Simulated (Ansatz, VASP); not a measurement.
## Two plane-wave programs on ScF3

```
Sc F
1.0
     4.01245    0.00000    0.00000
     0.00000    4.01245    0.00000
     0.00000    0.00000    3.81183
Sc F
1 3
Cartesian
  0.0000 0.0000 0.0000
  2.0062 0.0000 0.0000
  0.0000 2.0062 0.0000
  0.0000 0.0000 1.9059
```

Change from the starting cell: strain +0.000 along x and y, -0.050 along z, atoms carried along.

Alike in both runs: task single point; functional LDA; k mesh 6 × 6 × 6; occupations gaussian, width 0.05 eV; no spin polarisation.

|  | VASP | Ansatz |
| --- | --- | --- |
| version | VASP 6.6.1 | Ansatz 0.2.0 |
| potentials or method | VASP PAW LDA potentials, release 64 (Sc_sv, F), cutoff 520 eV | scalar-relativistic, plane waves, PAW |
| valence electrons in the cell | 32 | 32 |

Ansatz gave:

```
gap on the k mesh at the Fermi level (eV)                     : 6.29
least direct gap on the mesh (eV)                             : 6.85
pressure (GPa)                                                : 3.1
traceless stress, the component that is largest in VASP (GPa) : 10.33
```

Estimate VASP's values.

gap on the k mesh at the Fermi level (eV): 6.27; least direct gap on the mesh (eV): 6.82; pressure (GPa): 4.0; traceless stress, the component that is largest in VASP (GPa): 10.66.

LDA's correlation is that of Perdew and Zunger in VASP and of Perdew and Wang (1992) in Ansatz.
